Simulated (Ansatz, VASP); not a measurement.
**Two plane-wave programs on CsAg3**

The input INCAR:

```
SYSTEM = CsAg3
PREC = Accurate
ENCUT = 600
EDIFF = 1E-7
ISMEAR = 0
SIGMA = 0.1
LREAL = .FALSE.
LASPH = .TRUE.
NELM = 100
ALGO = Fast
ISIF = 3
LWAVE = .FALSE.
LCHARG = .FALSE.
GGA = PE
IBRION = 2
NSW = 100
EDIFFG = -0.01
```

The input KPOINTS:

```
Automatic mesh
0
G
  10 10 10
  0 0 0
```

POSCAR

```
CsAg3
1.0
    4.6684426454      0.0000000000      0.0000000000
    0.0000000000      4.6684426454      0.0000000000
    0.0000000000      0.0000000000      4.6684426454
Cs Ag
1 3
Direct
    0.0000000000      0.0000000000      0.0000000000
    0.0000000000      0.5000000000      0.5000000000
    0.5000000000      0.0000000000      0.5000000000
    0.5000000000      0.5000000000      0.0000000000
```

Input for Ansatz:

```yaml
crystal:
  lattice:
    - [4.6684426454, 0.0, 0.0]
    - [0.0, 4.6684426454, 0.0]
    - [0.0, 0.0, 4.6684426454]
  atoms:
    - { symbol: Cs, position: [0.0, 0.0, 0.0] }
    - { symbol: Ag, position: [0.0, 0.5, 0.5] }
    - { symbol: Ag, position: [0.5, 0.0, 0.5] }
    - { symbol: Ag, position: [0.5, 0.5, 0.0] }
basis:
  ecutwfc: 420
kpoints:
  mp_grid: { grid: [10, 10, 10] }
hamiltonian:
  xc: pbe
scf:
  occupations: { method: gaussian, width: 0.1 }
output:
  forces: true
  stress: true
  eigenvalues: true
relax:
  adjacent_minimum: "off"
  f_tol: 0.01
  max_steps: 80
  cell: { stress_tol: 0.05 }
```

Alike in both runs: task relaxation of cell and atoms; functional PBE; k mesh 10 × 10 × 10; occupations gaussian, width 0.1 eV; no spin polarisation.

|  | VASP | Ansatz |
| --- | --- | --- |
| version | VASP 6.6.1 | Ansatz 0.2.0 |
| potentials or method | VASP PAW PBE potentials, release 64 (Cs_sv, Ag), cutoff 600 eV | scalar-relativistic, plane waves, PAW |
| valence electrons in the cell | 42 | 66 |

Ansatz gave:

| Quantity | Value |
| --- | --- |
| gap on the k mesh at the Fermi level, each at its own relaxed structure (eV) | none |
| relaxed volume (Å³/atom) | 28.47 |
| relaxed length of the cell vector where the two differ most in proportion (Å) | 4.847 |

Which values does VASP return?

gap on the k mesh at the Fermi level, each at its own relaxed structure (eV): none; relaxed volume (Å³/atom): 28.59; relaxed length of the cell vector where the two differ most in proportion (Å): 4.854.

A gap of «none» marks a metal or a gap that the smearing closes. VASP's potentials hold 42 valence electrons a cell and Ansatz's 66, so a difference there can come from the potentials and not from the codes.

Neither program's run includes spin-orbit coupling.
